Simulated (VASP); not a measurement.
# WSe2 (P6_3/mmc) in VASP: a series of runs, part 2 of 3

VASP 6.6.1.

### Step 4. Relaxation of shape and atoms at fixed volume, PBEsol+D3(BJ) (16.46 Å³/atom)

This run uses another cell than the first one, of 16.46 Å³/atom.

Contents of INCAR:

```
SYSTEM = WSe2
PREC = Accurate
ENCUT = 600
EDIFF = 1E-7
ISMEAR = 0
SIGMA = 0.02
LREAL = .FALSE.
LASPH = .TRUE.
NELM = 60
ALGO = Normal
ISIF = 4
LWAVE = .FALSE.
LCHARG = .FALSE.
GGA = PS
IVDW = 12
IBRION = 2
NSW = 50
EDIFFG = -0.01
```

Contents of KPOINTS:

```
regular mesh
0
G
  12 12 2
  0 0 0
```

Contents of POSCAR:

```
WSe2
1.0
    3.1164220254      0.0000000000      0.0000000000
   -1.5582110127      2.6989006429      0.0000000000
    0.0000000000      0.0000000000     11.7388898110
W Se
2 4
Direct
    0.3333333333      0.6666666667      0.2500000000
    0.6666666667      0.3333333333      0.7500000000
    0.3333333333      0.6666666667      0.6075618915
    0.6666666667      0.3333333333      0.1075618915
    0.3333333333      0.6666666667      0.8924381085
    0.6666666667      0.3333333333      0.3924381085
```

Potentials or basis: VASP PAW PBE potentials, release 64 (W_sv, Se).

On the command line:

```bash
cat potpaw_PBE.64/W_sv/POTCAR potpaw_PBE.64/Se/POTCAR > POTCAR
mpirun -np 1 vasp_std > vasp.out
```

OUTCAR:

```text
SYSTEM = WSe2
   PREC = Accurate
   ENCUT = 600
   EDIFF = 1E-7
   ISMEAR = 0
   LREAL = .FALSE.
   LASPH = .TRUE.
   NELM = 60
   ISIF = 4
   GGA = PS
   IVDW = 12
   IBRION = 2
   NSW = 50
   EDIFFG = -0.01
 IVDW          = 12

 ion  position               nearest neighbor table
   1  0.333  0.667  0.250-   4 2.46   6 2.46   4 2.46   6 2.46   4 2.46   6 2.46
   2  0.667  0.333  0.750-   3 2.46   5 2.46   3 2.46   5 2.46   3 2.46   5 2.46
   3  0.333  0.667  0.608-   2 2.46   2 2.46   2 2.46
   4  0.667  0.333  0.108-   1 2.46   1 2.46   1 2.46
   5  0.333  0.667  0.892-   2 2.46   2 2.46   2 2.46
   6  0.667  0.333  0.392-   1 2.46   1 2.46   1 2.46

  LATTYP: Found a hexagonal cell.
 ALAT       =     3.1164220254
 C/A-ratio  =     3.7667843814

  Lattice vectors:

 A1 = (   3.1164220254,   0.0000000000,   0.0000000000)
 A2 = (  -1.5582110127,   2.6989006429,   0.0000000000)
 A3 = (   0.0000000000,   0.0000000000,  11.7388898110)

Analysis of symmetry for initial positions (statically):
=====================================================================
 Subroutine PRICEL returns:
 Original cell was already a primitive cell.

 Routine SETGRP: Setting up the symmetry group for a
 hexagonal supercell.

 Subroutine GETGRP returns: Found 24 space group operations
 (whereof 12 operations were pure point group operations)
 out of a pool of 24 trial point group operations.

The static configuration has the point symmetry D_3d.
 The point group associated with its full space group is D_6h.

Analysis of symmetry for dynamics (positions and initial velocities):
=====================================================================
 Subroutine PRICEL returns:
 Original cell was already a primitive cell.

 Routine SETGRP: Setting up the symmetry group for a
 hexagonal supercell.

 Subroutine GETGRP returns: Found 24 space group operations
 (whereof 12 operations were pure point group operations)
 out of a pool of 24 trial point group operations.

The dynamic configuration has the point symmetry D_3d.
 The point group associated with its full space group is D_6h.

 Subroutine INISYM returns: Found 24 space group operations
 (whereof 12 operations are pure point group operations),
[... 109 lines left out ...]
   NFREE  =      1    steps in history (QN), initial steepest desc. (CG)
   ISIF   =      4    stress and relaxation
   ISYM   =      2    0-nonsym 1-usesym 2-fastsym
   POTIM  = 0.5000    time-step for ionic-motion
   TEBEG  =    0.0;   TEEND  =   0.0 temperature during run
   PSTRESS=    0.0 pullay stress
   NELECT =      52.0000    total number of electrons
   NUPDOWN=      -1.0000    fix difference up-down
   EMIN   =  10.00;   EMAX   =-10.00  energy-range for DOS
   EFERMI =   0.00;   METHOD = LEGACY
   ISMEAR =     0;   SIGMA  =   0.02  broadening in eV -4-tet -1-fermi 0-gaus
   EFERMI_NEDOS =   21; number of points for ismear=-14 and -15
   IALGO  =     38    algorithm
   IMIX   =      4    mixing-type and parameters
     AMIX     =   0.40;   BMIX     =  1.00
     AMIX_MAG =   1.60;   BMIX_MAG =  1.00
  volume/ion in A,a.u.               =      16.46       111.05
  Fermi-wavevector in a.u.,A,eV,Ry     =   1.322064  2.498339 23.780994  1.747854
  Thomas-Fermi vector in A             =   2.451773
   LORBIT       =      0    0 simple, 1 ext, 2 COOP (PROOUT), +10 PAW based schemes
   GGA     = PS    functional components
   LHFCALC =     F    Hartree Fock is set to
   AEXX    =    0.0000 exact exchange contribution
   IVDW    =    12    specifies the selected vdW correction
   LEPSILON=     F    determine dielectric tensor
   LRPA    =     F    only Hartree local field effects (RPA)
 conjugate gradient relaxation of ions
 non-spin polarized calculation
 Gauss-broadening in eV      SIGMA  =   0.02
  energy-cutoff  :      600.00
  volume of cell :       98.73
 maximum number of plane-waves:      3311
 NGX is ok and might be reduce to    28
   NGX = 13   NGY = 13   NGZ = 47

--------------------------------------- Ionic step        1  -------------------------------------------

 number of electron      52.0000002 magnetization

 Free energy of the ion-electron system (eV)
  ---------------------------------------------------
  ext. energy  EPLUGINS =         0.00000000
  ---------------------------------------------------
  free energy    TOTEN  =       -45.45240501 eV

  energy without entropy =      -45.45240501  energy(sigma->0) =      -45.45240501

------------------------ aborting loop because EDIFF is reached ----------------------------------------

 Edisp (eV)   -3.26547

 E8    (eV) :    -2.1984
[... 167 lines left out ...]
--------------------------------------- Ionic step        5  -------------------------------------------

 number of electron      52.0000003 magnetization

 Free energy of the ion-electron system (eV)
  ---------------------------------------------------
  ext. energy  EPLUGINS =         0.00000000
  ---------------------------------------------------
  free energy    TOTEN  =       -45.48661901 eV

  energy without entropy =      -45.48661901  energy(sigma->0) =      -45.48661901

 E-fermi :   9.1363     XC(G=0): -12.1265

 val. band max:        9.0309203487   @ k =   0.0000   0.0000   0.0000
 cond. band min:       9.2599665605   @ k =   0.1667   0.1667   0.0000
 fundamental gap:      0.2290462118
 Fermi energy:         9.1362709975

 k-point     1 :       0.0000    0.0000    0.0000
  band No.  band energies     occupation
      1     -65.3397      2.00000
      2     -65.3397      2.00000
      3     -29.7422      2.00000
      4     -29.7420      2.00000
      5     -29.4281      2.00000
      6     -29.4281      2.00000
[... 805 lines left out ...]
     30      10.9953      0.00000
     31      12.4643      0.00000

 [... further k-points ...]

------------------------ aborting loop because EDIFF is reached ----------------------------------------

 Edisp (eV)   -3.26682

 E8    (eV) :    -2.1996
[... 29 lines left out ...]
  FREE ENERGIE OF THE ION-ELECTRON SYSTEM (eV)
  ---------------------------------------------------
  free  energy   TOTEN  =       -48.7534430982 eV

  energy  without entropy=      -48.7534430982  energy(sigma->0) =      -48.75344310

 reached required accuracy - stopping structural energy minimisation
```

CONTCAR:

```text
WSe2
   1.00000000000000
     3.1184558102067679    0.0000000000000000    0.0000000000000000
    -1.5592279051033839    2.7006619522053175   -0.0000000000000000
     0.0000000000000000   -0.0000000000000000   11.7235831387115415
  W               Se
     2     4
Direct
     0.3333333332999970    0.6666666667000030    0.2500000000000000
     0.6666666667000030    0.3333333332999970    0.7500000000000000
     0.3333333332999970    0.6666666667000030    0.6052161451016981
     0.6666666667000030    0.3333333332999970    0.1052161451016979
     0.3333333332999970    0.6666666667000030    0.8947838548983019
     0.6666666667000030    0.3333333332999970    0.3947838548983021

  0.00000000E+00  0.00000000E+00  0.00000000E+00
  0.00000000E+00  0.00000000E+00  0.00000000E+00
  0.00000000E+00  0.00000000E+00  0.00000000E+00
  0.00000000E+00  0.00000000E+00  0.00000000E+00
  0.00000000E+00  0.00000000E+00  0.00000000E+00
  0.00000000E+00  0.00000000E+00  0.00000000E+00
```

Wall time 8.1 min (1 thread of Intel Xeon Platinum 8259CL at 2.50GHz (Skylake/Cascade Lake), shared host); peak memory 0.35 GiB.

What came out:

| Property | Result |
| --- | --- |
| Free energy | -48.7534 eV |
| Energy gained by relaxing | 5.9 meV/atom |
| Ionic steps | 5 |
| Pressure after relaxing | 14.9 GPa |
| Band gap on the k mesh | 0.23 eV (least direct gap 0.90 eV) |
| Dispersion energy per atom | -0.544 eV |

Step by step:
| step | energy change (eV) | largest force (eV/Å) | pressure (GPa) | volume (Å³) |
| --- | --- | --- | --- | --- |
| 1 | 0.0000 | 0.6652 | 17.93 | 98.73 |
| 2 | -0.0247 | 0.2198 | 13.95 | 98.73 |
| 3 | -0.0317 | 0.0559 | 15.18 | 98.73 |
| 4 | -0.0355 | 0.0106 | 14.93 | 98.73 |
| 5 | -0.0356 | 0.0016 | 14.88 | 98.73 |

Final structure:
```
CELL_PARAMETERS angstrom
3.11846 0.00000 0.00000
-1.55923 2.70066 0.00000
0.00000 0.00000 11.72358
ATOMIC_POSITIONS crystal
W 0.33333 0.66667 0.25000
W 0.66667 0.33333 0.75000
Se 0.33333 0.66667 0.60522
Se 0.66667 0.33333 0.10522
Se 0.33333 0.66667 0.89478
Se 0.66667 0.33333 0.39478
```

Levels at points of the mesh, in eV from the valence-band top:
| k point | band 22 | band 23 | band 24 | band 25 | band 26 | band 27 | band 28 | band 29 | band 30 | band 31 |
| --- | --- | --- | --- | --- | --- | --- | --- | --- | --- | --- |
| (0.00, 0.00, 0.00) | -1.66 | -1.44 | -1.44 | -0.33 | 0.00 | 2.47 | 2.47 | 2.65 | 2.65 | 2.85 |
| (0.50, 0.00, 0.00) | -2.93 | -2.16 | -1.82 | -1.81 | -0.81 | 1.90 | 2.49 | 2.58 | 2.73 | 3.04 |
| (0.00, 0.00, 0.50) | -1.55 | -1.55 | -1.55 | -0.09 | -0.09 | 2.57 | 2.57 | 2.57 | 2.57 | 3.05 |
| (0.50, 0.00, 0.50) | -3.39 | -1.91 | -1.91 | -1.32 | -1.32 | 2.51 | 2.51 | 2.52 | 2.52 | 3.39 |

Caveat: the PAW data sets were made with another functional, which shifts forces and pressure a little; spin-orbit coupling is left out, which moves the levels of the heavy elements. A k mesh can miss the band edges.

[end of part 2 of 3]
